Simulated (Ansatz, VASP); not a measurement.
## Two plane-wave programs on La2O3

```xyz
5
Lattice="4.1757 0.0000 0.0000 0.0000 4.1757 0.0000 0.0000 0.0000 6.1300" Properties=species:S:1:pos:R:3 pbc="T T T"
La    0.0000    0.0000    0.4324
La    2.0879    2.0879    0.4325
O     2.0879    2.0879    4.4208
O     2.0879    0.0000    5.9129
O     0.0000    2.0879    5.9129
```

Alike in both runs: task single point; functional PBE; k mesh 4 × 4 × 4; occupations gaussian, width 0.1 eV; no spin polarisation.

|  | VASP | Ansatz |
| --- | --- | --- |
| version | VASP 6.6.1 | Ansatz 0.2.0 |
| potentials or method | VASP PAW PBE potentials, release 64 (La, O), cutoff 520 eV | scalar-relativistic, plane waves, PAW |
| valence electrons in the cell | 40 | 40 |

|  | VASP | Ansatz | Ansatz less VASP |
| --- | --- | --- | --- |
| gap on the k mesh at the Fermi level (eV) | none | none | - |
| rms of the force components (eV/Å) | 0.351 | 0.353 | +0.0015 |

Atom by atom the forces differ by 0.023 eV/Å (rms over components). A gap of «none» marks a metal or a gap that the smearing closes.

The k mesh is coarse, so the values compare programs but aren't converged. Spin-orbit coupling is off throughout.
